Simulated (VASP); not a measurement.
# Mo (Cmme) in VASP: single point with PBEsol

Aim: the single point of Mo with PBEsol.

Everything below comes from runs of VASP 6.6.1. Logs are shortened: lines on timing, memory, paths and dates and some standing lists are left out, and cuts for length are marked.

**1. The cell of the first run**

The structure is orthorhombic, space group Cmme (No. 67). The conventional cell has a = 3.129 Å, b = 4.426 Å, c = 9.851 Å, α = 90.00°, β = 90.00°, γ = 90.00°. Mo (site symmetry mm2) has 12 Mo at 2.71 to 3.57 Å within 3.6 Å. Within 3.6 Å of Mo (site symmetry mm2) lie 14 Mo at 2.71 to 3.13 Å.

**2. Single point, PBEsol (the distance across one plane changed)**

Input file INCAR:

```
ALGO     = Fast           # electronic algorithm
EDIFF    = 1E-6           # SCF threshold, eV
ENCUT    = 520            # plane-wave cutoff, eV
GGA      = PS             # functional
ISIF     = 2              # what is computed and relaxed
ISMEAR   = 0              # smearing method
LASPH    = T              # aspherical terms in the spheres
LCHARG   = T              # write CHGCAR
LELF     = T              # ELF
LREAL    = F              # projectors in reciprocal space
LVHAR    = T            
LWAVE    = F              # write WAVECAR
NBANDS   = 36             # bands
NELM     = 80             # most SCF steps
PREC     = Accurate       # precision mode
SIGMA    = 0.15           # smearing width, eV
```

Input file KPOINTS:

```
k-points
0
Gamma
  23 23 7
```

Input file POSCAR:

```
Mo
1.0
   -1.5646534272      1.5646534272     -1.5646534272
   -1.5646534272     -1.5646534272      1.5646534272
    0.0000000000      6.9657204900      6.9657204900
Mo
4
Direct
    0.0000000000      0.0000000000      0.7861766781
    0.5000000000      0.5000000000      0.1123109540
    0.0000000000      0.0000000000      0.3369328620
    0.5000000000      0.5000000000      0.5615547701
```

Potentials or basis: VASP PAW PBE potentials, release 64 (Mo_sv).

Started as:

```bash
> cat potpaw_PBE.64/Mo_sv/POTCAR > POTCAR
> mpirun -np 1 vasp_std > vasp.out
```

OUTCAR:

```text
EDIFF = 1E-6
   ENCUT = 520
   GGA = PS
   ISIF = 2
   ISMEAR = 0
   LASPH = T
   LREAL = F
   NELM = 80
   PREC = Accurate

 ion  position               nearest neighbor table
   1  0.000  0.000  0.786-   4 2.71   4 2.71   4 3.13   4 3.13
   2  0.500  0.500  0.112-   3 2.71   3 2.71   3 3.13   3 3.13
   3  0.000  0.000  0.337-   2 2.71   2 2.71   4 2.71   4 2.71   2 3.13   2 3.13   4 3.13   4 3.13

   4  0.500  0.500  0.562-   1 2.71   1 2.71   3 2.71   3 2.71   1 3.13   1 3.13   3 3.13   3 3.13

  LATTYP: Found a base centered orthorhombic cell.
 ALAT       =     3.1293068544
 B/A-ratio  =     1.4142135624
 C/A-ratio  =     3.1479867098

  Lattice vectors:

 A1 = (  -1.5646534272,   1.5646534272,  -1.5646534272)
 A2 = (  -1.5646534272,  -1.5646534272,   1.5646534272)
 A3 = (   0.0000000000,   6.9657204900,   6.9657204900)

Analysis of symmetry for initial positions (statically):
=====================================================================
 Subroutine PRICEL returns:
 Original cell was already a primitive cell.

 Routine SETGRP: Setting up the symmetry group for a
 base centered orthorhombic supercell.

 Subroutine GETGRP returns: Found  8 space group operations
 (whereof  4 operations were pure point group operations)
 out of a pool of  8 trial point group operations.

The static configuration has the point symmetry C_2v.
 The point group associated with its full space group is D_2h.

Analysis of symmetry for dynamics (positions and initial velocities):
=====================================================================
 Subroutine PRICEL returns:
 Original cell was already a primitive cell.

 Routine SETGRP: Setting up the symmetry group for a
 base centered orthorhombic supercell.

 Subroutine GETGRP returns: Found  8 space group operations
 (whereof  4 operations were pure point group operations)
 out of a pool of  8 trial point group operations.

The dynamic configuration has the point symmetry C_2v.
 The point group associated with its full space group is D_2h.

 Subroutine INISYM returns: Found  8 space group operations
 (whereof  4 operations are pure point group operations),
 and found     1 'primitive' translations

----------------------------------------------------------------------------------------

                                     Primitive cell

  volume of cell :      68.2122

  direct lattice vectors                    reciprocal lattice vectors
    -1.564653427  1.564653427 -1.564653427    -0.319559585  0.159779793 -0.159779793
    -1.564653427 -1.564653427  1.564653427    -0.319559585 -0.159779793  0.159779793
     0.000000000  6.965720490  6.965720490     0.000000000  0.071780084  0.071780084

  length of vectors
     2.710059232  2.710059232  9.851016389     0.391378963  0.391378963  0.101512368

  position of ions in fractional coordinates (direct lattice)
     0.000000000  0.000000000  0.786176678
     0.500000000  0.500000000  0.112310954
     0.000000000  0.000000000  0.336932862
     0.500000000  0.500000000  0.561554770

  ion indices of the primitive-cell ions
   primitive index   ion index
                 1           1
                 2           2
                 3           3
                 4           4

----------------------------------------------------------------------------------------

 KPOINTS: k-points

Automatic generation of k-mesh.
 Grid dimensions read from file:
 generate k-points for:   23   23    7

 Generating k-lattice:

  Cartesian coordinates                     Fractional coordinates (reciprocal lattice)
    -0.013893895  0.006946948 -0.006946948     0.043478261  0.000000000  0.000000000
    -0.013893895 -0.006946948  0.006946948     0.000000000  0.043478261  0.000000000
     0.000000000  0.010254298  0.010254298     0.000000000  0.000000000  0.142857143

  Length of vectors
     0.017016477  0.017016477  0.014501767

  Shift w.r.t. Gamma in fractional coordinates (k-lattice)
     0.000000000  0.000000000  0.000000000

 Subroutine IBZKPT returns following result:
 ===========================================

 Found    576 irreducible k-points:

 Following reciprocal coordinates:
            Coordinates               Weight
  0.000000  0.000000  0.000000      1.000000
  0.043478  0.000000  0.000000      4.000000
  0.086957  0.000000  0.000000      4.000000
  0.130435  0.000000  0.000000      4.000000
  0.173913  0.000000  0.000000      4.000000
  0.217391  0.000000  0.000000      4.000000
[... 16 lines left out ...]
  0.478261  0.043478  0.000000      4.000000
 -0.478261  0.043478  0.000000      4.000000
 [... further k-points ...]
   k-points           NKPTS =    576   k-points in BZ     NKDIM =    576   number of bands    NBANDS=     36
   number of dos      NEDOS =    301   number of ions     NIONS =      4
   total plane-waves  NPLWV =  32000
   dimension x,y,z NGX =    20 NGY =   20 NGZ =   80
   dimension x,y,z NGXF=    40 NGYF=   40 NGZF=  160
   ions per type =               4
   NGX,Y,Z   is equivalent  to a cutoff of  12.27, 12.27, 13.50 a.u.
   NGXF,Y,Z  is equivalent  to a cutoff of  24.54, 24.54, 27.00 a.u.
 SYSTEM =  unknown system
   PREC   = accura    normal or accurate (medium, high low for compatibility)
   ISTART =      0    job   : 0-new  1-cont  2-samecut
   ICHARG =      2    charge: 1-file 2-atom 10-const
   ISPIN  =      1    spin polarized calculation?
   LNONCOLLINEAR =      F non collinear calculations
   LSORBIT =      F    spin-orbit coupling
   LASPH  =      T    aspherical Exc in radial PAW
   ENCUT  =  520.0 eV  38.22 Ry    6.18 a.u.   5.04  5.04 18.32*2*pi/ulx,y,z
   NELM   =     80;   NELMIN=  2; NELMDL= -5     # of ELM steps
   EDIFF  = 0.1E-05   stopping-criterion for ELM
   LREAL  =      F    real-space projection
   EDIFFG = 0.1E-04   stopping-criterion for IOM
   NSW    =      0    number of steps for IOM
   IBRION =     -1    ionic relax: 0-MD 1-quasi-New 2-CG
   NFREE  =      0    steps in history (QN), initial steepest desc. (CG)
   ISIF   =      2    stress and relaxation
   ISYM   =      2    0-nonsym 1-usesym 2-fastsym
   POTIM  = 0.5000    time-step for ionic-motion
   TEBEG  =    0.0;   TEEND  =   0.0 temperature during run
   PSTRESS=    0.0 pullay stress
   NELECT =      56.0000    total number of electrons
   NUPDOWN=      -1.0000    fix difference up-down
   EMIN   =  10.00;   EMAX   =-10.00  energy-range for DOS
   EFERMI =   0.00;   METHOD = LEGACY
   ISMEAR =     0;   SIGMA  =   0.15  broadening in eV -4-tet -1-fermi 0-gaus
   EFERMI_NEDOS =   21; number of points for ismear=-14 and -15
   IALGO  =     68    algorithm
   IMIX   =      4    mixing-type and parameters
     AMIX     =   0.40;   BMIX     =  1.00
     AMIX_MAG =   1.60;   BMIX_MAG =  1.00
  volume/ion in A,a.u.               =      17.05       115.08
  Fermi-wavevector in a.u.,A,eV,Ry     =   1.532910  2.896780 31.971158  2.349814
  Thomas-Fermi vector in A             =   2.640051
   LORBIT       =      0    0 simple, 1 ext, 2 COOP (PROOUT), +10 PAW based schemes
   GGA     = PS    functional components
   LHFCALC =     F    Hartree Fock is set to
   AEXX    =    0.0000 exact exchange contribution
   IVDW    =     0    specifies the selected vdW correction
   LEPSILON=     F    determine dielectric tensor
   LRPA    =     F    only Hartree local field effects (RPA)
 non-spin polarized calculation
 RMM-DIIS sequential band-by-band and
 Gauss-broadening in eV      SIGMA  =   0.15
  energy-cutoff  :      520.00
  volume of cell :       68.21
 maximum number of plane-waves:      1878
   NGX = 11   NGY = 11   NGZ = 37

 number of electron      55.9999995 magnetization

 Free energy of the ion-electron system (eV)
  ---------------------------------------------------
  ext. energy  EPLUGINS =         0.00000000
  ---------------------------------------------------
  free energy    TOTEN  =       -45.75342332 eV

  energy without entropy =      -45.72308611  energy(sigma->0) =      -45.73825471

 E-fermi :  11.1008     XC(G=0): -12.9403

 val. band max:       11.1005814609   @ k =   0.3913   0.0435   0.2857
 cond. band min:      11.1014217055   @ k =  -0.1739   0.1304   0.2857
 fundamental gap:      0.0008402446
 Fermi energy:        11.1007508324

 k-point     1 :       0.0000    0.0000    0.0000
  band No.  band energies     occupation
      1     -50.1011      2.00000
      2     -50.0136      2.00000
      3     -49.9249      2.00000
      4     -49.8636      2.00000
      5     -24.7160      2.00000
      6     -24.3198      2.00000
[... 28 lines left out ...]
     35      12.8091      0.00000
     36      13.0160      0.00000

 k-point     2 :       0.0435    0.0000    0.0000
  band No.  band energies     occupation
      1     -50.0974      2.00000
      2     -50.0106      2.00000
      3     -49.9227      2.00000
      4     -49.8620      2.00000
      5     -24.7091      2.00000
      6     -24.3200      2.00000
[... 28 lines left out ...]
     35      12.8140      0.00000
     36      13.0690      0.00000

 k-point     3 :       0.0870    0.0000    0.0000
  band No.  band energies     occupation
      1     -50.0866      2.00000
      2     -50.0017      2.00000
      3     -49.9161      2.00000
      4     -49.8574      2.00000
      5     -24.6888      2.00000
      6     -24.3218      2.00000
[... 28 lines left out ...]
     35      12.7686      0.00000
     36      13.1506      0.00000
[... 742 lines left out ...]
 k-point    23 :       0.4783    0.0435    0.0000
  band No.  band energies     occupation
      1     -49.8467      2.00000
      2     -49.8430      2.00000
      3     -49.8155      2.00000
      4     -49.8155      2.00000
      5     -24.7799      2.00000
      6     -24.7791      2.00000
[... 28 lines left out ...]
     35      13.7936      0.00000
     36      13.9085      0.00000

 k-point    24 :      -0.4783    0.0435    0.0000
  band No.  band energies     occupation
      1     -49.8606      2.00000
      2     -49.8396      2.00000
      3     -49.8135      2.00000
      4     -49.8103      2.00000
      5     -24.7777      2.00000
      6     -24.7676      2.00000
[... 28 lines left out ...]
     35      13.8752      0.00000
     36      13.9946      0.00000

 [... further k-points ...]

------------------------ aborting loop because EDIFF is reached ----------------------------------------

  FORCE on cell =-STRESS in cart. coord.  units (eV):
  Direction    XX          YY          ZZ          XY          YZ          ZX
  --------------------------------------------------------------------------------------
  -------------------------------------------------------------------------------------
  Total       -3.4236763     -5.1298379     -5.1298379      0.0000000     -1.4079889     -0.0000000
  in kB      -80.4157150   -120.4902414   -120.4902414      0.0000000    -33.0710113     -0.0000000
  external PRESSURE =    -107.1320659 kB  Pullay stress =       0.0000000 kB

 VOLUME and BASIS-vectors are now :
 -----------------------------------------------------------------------------
  energy-cutoff  :      520.00
  volume of cell :       68.21
      direct lattice vectors                 reciprocal lattice vectors
    -1.564653427  1.564653427 -1.564653427    -0.319559585  0.159779793 -0.159779793
    -1.564653427 -1.564653427  1.564653427    -0.319559585 -0.159779793  0.159779793
     0.000000000  6.965720490  6.965720490     0.000000000  0.071780084  0.071780084

 POSITION                                       TOTAL-FORCE (eV/Angst)
 -----------------------------------------------------------------------------------
      0.00000      5.47629      5.47629         0.000000      0.791684      0.791684
     -1.56465      0.78233      0.78233        -0.000000     -0.791684     -0.791684
      0.00000      2.34698      2.34698         0.000000     -0.228971     -0.228971
     -1.56465      3.91163      3.91163         0.000000      0.228971      0.228971
 -----------------------------------------------------------------------------------
    total drift:                                0.000000      0.000047      0.000047

  FREE ENERGIE OF THE ION-ELECTRON SYSTEM (eV)
  ---------------------------------------------------
  free  energy   TOTEN  =       -45.7534233209 eV

  energy  without entropy=      -45.7230861058  energy(sigma->0) =      -45.73825471
```

Run time: 25 min. Hardware: 1 thread of Oxide Virtual Turin-like, shared host; peak memory 0.91 GiB.

Results:

```
Free energy            : -45.7534 eV
Pressure               : -10.7 GPa
Largest force          : 1.120 eV/Å
Band gap on the k mesh : zero (bands 28 and 29 overlap by 2.34 eV)
```

Forces on the atoms (eV/Å):
```
Mo   0.000  0.792  0.792
Mo   0.000 -0.792 -0.792
Mo   0.000 -0.229 -0.229
Mo   0.000  0.229  0.229
```

Stress tensor (GPa, compression positive):
```
 -8.04   0.00   0.00
  0.00 -12.05  -3.31
  0.00  -3.31 -12.05
```

Levels at points of the mesh, in eV from the Fermi level:
```csv
k point,band 26,band 27,band 28,band 29,band 30,band 31
"(0.00, 0.00, 0.00)",-1.41,-1.30,-0.94,0.58,0.90,1.16
```

Caveat: the cell differs from its parent crystal (the distance across one plane changed); the cell stands under tension; the PAW data sets were made with another functional, which shifts forces and pressure a little.
